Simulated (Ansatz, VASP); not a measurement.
NaSnI3 in VASP and in Ansatz

POSCAR

```
NaSnI3
1.0
    6.2325468245      0.0000000000      0.0000000000
    0.0000000000      6.2325468245      0.0000000000
    0.0000000000      0.0000000000      6.1879487450
Na Sn I
1 1 3
Direct
    0.0000000000      0.0000000000      0.0000000000
    0.5000000000      0.5000000000      0.5000000000
    0.5000000000      0.5000000000      0.0000000000
    0.5000000000      0.0000000000      0.5000000000
    0.0000000000      0.5000000000      0.5000000000
```

The input INCAR.step1:

```
ALGO = Normal
EDIFF = 1E-5
ENCUT = 520
GGA = PE
ISIF = 2
ISMEAR = 0
LASPH = T
LREAL = F
LWAVE = T
NBANDS = 29
NELM = 60
PREC = Accurate
SIGMA = 0.01
```

INCAR.step2

```
ALGO = Normal
EDIFF = 1E-7
ENCUT = 520
GGA = PE
HFSCREEN = 0.2079
ISIF = 2
ISMEAR = 0
ISTART = 1
LASPH = T
LCHARG = T
LELF = T
LHFCALC = T
LREAL = F
LVHAR = T
LWAVE = F
NBANDS = 29
NELM = 60
PREC = Accurate
PRECFOCK = Fast
SIGMA = 0.01
```

Contents of KPOINTS:

```
k-points
0
Gamma
  2 2 2
```

Input for Ansatz:

```yaml
crystal:
  lattice:
    - [6.2325468245, 0.0, 0.0]
    - [0.0, 6.2325468245, 0.0]
    - [0.0, 0.0, 6.187948745]
  atoms:
    - { symbol: Na, position: [0.0, 0.0, 0.0] }
    - { symbol: Sn, position: [0.5, 0.5, 0.5] }
    - { symbol: I, position: [0.5, 0.5, 0.0] }
    - { symbol: I, position: [0.5, 0.0, 0.5] }
    - { symbol: I, position: [0.0, 0.5, 0.5] }
kpoints:
  mp_grid: { grid: [2, 2, 2] }
  band_path:
    path: [[0.0, 0.0, 0.0], [0.0, 0.5, 0.0], [0.5, 0.5, 0.0], [0.5, 0.5, 0.5]]
    npoints: 1
hamiltonian:
  xc: hse06
scf:
  occupations: { method: fixed }
  n_extra_bands: 5
output:
  forces: true
  stress: true
  eigenvalues: true
  write_density: true
  write_potential: true
  elf: true
  volumetric_format: npy
```

Change from the starting cell: epitaxial_xy strain +0.5%.

Alike in both runs: task single point; functional HSE06; k mesh 2 × 2 × 2; no spin polarisation.

|  | VASP | Ansatz |
| --- | --- | --- |
| version | VASP 6.6.1 | Ansatz 0.2.0 |
| potentials or method | VASP PAW PBE potentials, release 64 (Na_pv, Sn_d, I) | plane waves, PAW |
| plane-wave cutoff (eV) | 520 | 420 |
| occupations | gaussian, width 0.01 eV | fixed |
| valence electrons in the cell | 42 | 74 |

Ansatz gave:

- gap on the k mesh at the Fermi level (eV): 0.78
- pressure (GPa): 1.3
- traceless stress, the component that is largest in VASP (GPa): 0.20

Task: Which values does VASP return?

Result: gap on the k mesh at the Fermi level (eV): 0.78; pressure (GPa): 1.2; traceless stress, the component that is largest in VASP (GPa): 0.20.

VASP's potentials hold 42 valence electrons a cell and Ansatz's 74, so a difference there can come from the potentials and not from the codes. Ansatz's warnings: stress exchange threshold loose, stress scf threshold loose.

The k mesh is coarse, so the values compare programs but aren't converged. Spin-orbit coupling is off throughout.
